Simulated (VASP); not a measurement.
A run of VASP 6.6.1 is set up as follows.

The input INCAR:

```
SYSTEM = W
PREC = Accurate ; ENCUT = 520
EDIFF = 1E-6 ; ISMEAR = 0
SIGMA = 0.15 ; LREAL = .FALSE.
LASPH = .TRUE. ; NELM = 100
ALGO = Fast ; ISIF = 2
LWAVE = .FALSE. ; LCHARG = .FALSE.
GGA = CA ; NBANDS = 13
```

The input KPOINTS:

```
regular mesh
0
G
  20 20 20
  0 0 0
```

The input POSCAR:

```
W
1.0
   -0.2979718176      1.9864787842      1.9119858298
    1.6885069666      0.0000000000      1.6140140122
    1.9864787842      1.9864787842     -0.2979718176
W
1
Direct
    0.0000000000      0.0000000000      0.0000000000
```

Potentials or basis: VASP PAW LDA potentials, release 64 (W_sv).

Command:

```sh
$ cat potpaw_LDA.64/W_sv/POTCAR > POTCAR
$ mpirun -np 1 vasp_std > vasp.out
```

Question: Estimate the band gap on the k mesh.

Answer: Zero (bands 7 and 8 overlap by 5.09 eV).

Question: What does it give for the pressure?

Answer: 44.3 GPa.

Stress tensor (GPa, compression positive):
```
55.31  0.00 57.77
 0.00 26.29  0.00
57.77  0.00 51.26
```

Caveat: the cell differs from its parent crystal (engineering shear strain xz -0.3000, normal strain along z -0.0375); the stress differs along the axes, from 26 to 55 GPa; spin-orbit coupling is left out, which moves the levels of the heavy elements.
